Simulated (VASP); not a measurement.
Runs of VASP 6.6.1 on Te2Mo. It takes space group P6_3/mmc (No. 194, hexagonal). Conventional cell: a = 3.518 Å, b = 3.518 Å, c = 13.974 Å, α = 90.00°, β = 90.00°, γ = 120.00°. Within 3.7 Å of Te (site symmetry 3m) lie 3 Mo at 2.72 Å and 7 Te at 3.52 to 3.61 Å. Mo (site symmetry -6m2) has 6 Te at 2.72 Å and 6 Mo at 3.52 Å within 3.6 Å. 

```tsv
k mesh	gap on the mesh (eV)	pressure (GPa)	largest force (eV/Å)
9 × 9 × 2	0.75	-1.0	0.06
6 × 6 × 2	0.80	-1.0	0.06
3 × 3 × 1	0.99	(b)	0.36
7 × 7 × 2	(a)	-1.0	0.06
5 × 5 × 1	0.68	-0.8	0.10
```

Alike in all rows: task single point; level PBEsol; potentials or basis VASP PAW PBE potentials, release 64 (Te, Mo_sv); no spin polarisation; cell as given; cutoff (eV) 520; smearing fermi-dirac 0.1 eV.

Problem. Fill in the values left out.

Solution. (a) 0.81; (b) -1.3.

Caveats: some runs use coarse meshes; the PAW data sets were made with another functional, which shifts forces and pressure a little; spin-orbit coupling is left out, which moves the levels of the heavy elements; this functional lacks dispersion, which binds layers or chains, so the pressure and a relaxed spacing across them are unreliable; semilocal functionals underestimate gaps, and a narrow one can read as zero (at least some runs).

A k mesh can miss the band edges, and the runs leave out spin-orbit coupling on Mo, Te.
